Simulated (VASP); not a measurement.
Write the native input for VASP 6.6.1 that does the following.

- Task: relaxation of cell and atoms
- Functional: PBEsol
- Dispersion: D3(BJ)
- Potentials or basis: VASP PAW PBE potentials, release 64 (Ru_pv)
- Cutoff: 600 eV
- k mesh: 11 × 11 × 6
- Occupations: fermi-dirac, width 0.05 eV
- Spin: no spin polarisation
- Dipole correction: no
- Further INCAR settings: ALGO = Normal; EDIFF = 1e-06; IBRION = 2; EDIFFG = -0.01; NSW = 60; ISIF = 3

The structure of Ru lies in POSCAR:

```
Ru
1.0
    2.7058000000      0.0000000000      0.0000000000
   -1.3529000000      2.3432915376      0.0000000000
    0.0000000000      0.0000000000      4.2819000000
Ru
2
Direct
    0.6666666667      0.3333333333      0.7500000000
    0.3333333333      0.6666666667      0.2500000000
```

One way to write it, as run:

INCAR

```
SYSTEM = Ru
PREC     = Accurate       ! precision mode
ENCUT    = 600            ! plane-wave cutoff, eV
EDIFF    = 1E-6           ! SCF threshold, eV
ISMEAR   = -1             ! smearing method
SIGMA    = 0.05           ! smearing width, eV
LREAL    = .False.        ! projectors in reciprocal space
LASPH    = .True.         ! aspherical terms in the spheres
NELM     = 100            ! most SCF steps
ALGO     = Normal         ! electronic algorithm
ISIF     = 3              ! what is computed and relaxed
LWAVE    = .False.        ! write WAVECAR
LCHARG   = .False.        ! write CHGCAR
GGA      = PS             ! functional
IVDW     = 12             ! dispersion correction
IBRION   = 2              ! ionic algorithm
NSW      = 60             ! ionic steps
EDIFFG   = -0.01          ! ionic threshold
```

KPOINTS

```
regular mesh
0
Gamma
  11 11 6
  0 0 0
```

Potentials or basis: VASP PAW PBE potentials, release 64 (Ru_pv).

Command:

```console
$ cat potpaw_PBE.64/Ru_pv/POTCAR > POTCAR
$ mpirun -np 1 vasp_std > vasp.out
```

It gave:

```
Relaxed volume                        : 13.04 Å³/atom
Relaxed cell                          : a = 2.670 Å, b = 2.670 Å, c = 4.227 Å, α = 90.00°, β = 90.00°, γ = 120.00°
Space group after relaxing (to 0.1 Å) : P6_3/mmc (No. 194)
Energy gained by relaxing             : 23.0 meV/atom
Ionic steps                           : 13
Pressure after relaxing               : 0.0 GPa
Band gap on the k mesh                : zero (bands 14 and 15 overlap by 3.27 eV)
Dispersion energy per atom            : -0.619 eV
```

Caveat: the PAW data sets were made with another functional, which shifts forces and pressure a little.

It took 110 s on 1 thread of Intel(R) Xeon(R) Platinum 8488C (Sapphire Rapids), with other jobs on the host, peak memory 0.2 GiB.
